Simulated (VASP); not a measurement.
B32HN32 (a cell with a defect):

```xyz
65
Lattice="7.2116 0.0000 0.0000 0.0000 7.2116 0.0000 0.0000 0.0000 7.2116" Properties=species:S:1:pos:R:3 pbc="T T T"
B     7.2091    0.0031    7.2080
B     7.2075    0.0016    3.6025
B     7.2074    3.6091    7.2063
B     7.1992    3.6124    3.6057
B     3.6039    0.0016    7.2064
B     3.6070    7.2050    3.6058
B     3.6068    3.6124    7.1982
B     3.6093    3.6151    3.6080
B     1.7978    1.8033    7.1992
B     1.7955    1.8013    3.6076
B     1.8004    5.4144    7.2063
B     1.7975    5.4219    3.6051
B     5.4087    1.8062    7.2063
B     5.4163    1.8030    3.6052
B     5.4072    5.4124    7.2076
B     5.4085    5.4142    3.6020
B     1.7978    7.2057    1.7966
B     1.8006    0.0016    5.4077
B     1.7952    3.6147    1.7940
B     1.7973    3.6119    5.4152
B     5.4089    0.0014    1.7993
B     5.4069    0.0028    5.4059
B     5.4164    3.6117    1.7962
B     5.4085    3.6088    5.4075
B     7.2002    1.8033    1.7967
B     7.2074    1.8059    5.4076
B     7.2075    5.4143    1.7992
B     7.2088    5.4125    5.4057
B     3.6090    1.8007    1.7940
B     3.6063    1.8032    5.4154
B     3.6066    5.4220    1.7964
B     3.6033    5.4141    5.4074
N     0.9013    0.9068    0.9002
N     0.8972    0.9029    4.5112
N     0.8972    4.5179    0.8959
N     0.9009    4.5131    4.5063
N     4.5124    0.9029    0.8960
N     4.5076    0.9066    4.5064
N     4.5077    4.5132    0.8998
N     4.5115    4.5172    4.5104
N     2.7047    2.7102    0.8657
N     2.7037    2.7098    4.5419
N     2.7048    6.3162    0.8955
N     2.7044    6.3158    4.5108
N     6.3103    2.7101    0.8954
N     6.3100    2.7098    4.5109
N     6.3105    6.3158    0.8994
N     6.3101    6.3157    4.5065
N     2.7047    0.8722    2.7034
N     2.7046    0.9024    6.3095
N     2.7038    4.5485    2.7027
N     2.7043    4.5177    6.3089
N     6.3104    0.9022    2.7034
N     6.3103    0.9063    6.3091
N     6.3101    4.5174    2.7030
N     6.3100    4.5133    6.3089
N     0.8666    2.7104    2.7034
N     0.8964    2.7101    6.3093
N     0.8968    6.3160    2.7033
N     0.9007    6.3159    6.3091
N     4.5428    2.7095    2.7027
N     4.5119    2.7099    6.3090
N     4.5121    6.3158    2.7032
N     4.5079    6.3158    6.3090
H     2.7053    2.7096    2.7053
```

Base run:

```yaml
Program: VASP 6.6.1
Functional: PBEsol
Potentials_or_basis: VASP PAW PBE potentials, release 64 (B, N, H)
Cutoff: 520 eV
k_mesh: 1 × 1 × 1, shifted
Occupations: fermi-dirac, width 0.05 eV
Spin: collinear spin
```

Its results: band gap on the k mesh 1.23 eV; pressure 3.3 GPa; net moment 1.00 μB per cell; site moments B +0.00, +0.01, -0.00 (each value once); N +0.00, +0.01, +0.04, -0.00 (each value once); H +0.30 μB; largest force 0.016 eV/Å.

Question: The run is repeated on the same cell with these changes: functional from PBEsol to r2SCAN; cutoff from 520 eV to 580 eV. What comes out?

Answer: Band gap on the k mesh 2.25 eV; pressure 5.3 GPa; net moment 1.00 μB per cell; site moments B +0.00, -0.01 (each value once); N +0.00, +0.01, +0.04, -0.00 (each value once); H +0.34 μB; largest force 0.060 eV/Å.

Caveats: the PAW data sets were made with another functional, which shifts forces and pressure a little.

A k mesh can miss the band edges.
